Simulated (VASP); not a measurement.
Input of a VASP 6.6.1 run:

Contents of INCAR:

```
AGGAC = 1.0
AGGAX = 1.0
ALDAC = 0.0
ALDAX = 1.0
ALGO = Normal
EDIFF = 1E-7
ENCUT = 520
GGA = B5
ISIF = 2
ISMEAR = -1
LASPH = T
LCHARG = F
LREAL = F
LWAVE = F
NBANDS = 8
NELM = 100
PREC = Accurate
SIGMA = 0.1
```

Contents of KPOINTS:

```
k-points
0
Gamma
  22 22 22
```

File POSCAR:

```
Al
1.0
    0.0000000000      1.9992833168      1.9992833168
    1.9992833168      0.0000000000      1.9992833168
    1.9992833168      1.9992833168      0.0000000000
Al
1
Direct
    0.0000000000      0.0000000000      0.0000000000
```

Potentials or basis: VASP PAW PBE potentials, release 64 (Al).

The run is started by

```console
$ cat potpaw_PBE.64/Al/POTCAR > POTCAR
$ mpirun -np 1 vasp_std > vasp.out
```

Task: What does it give for the pressure?

Result: 6.1 GPa.

Caveat: the PAW data sets were made with another functional, which shifts forces and pressure a little.
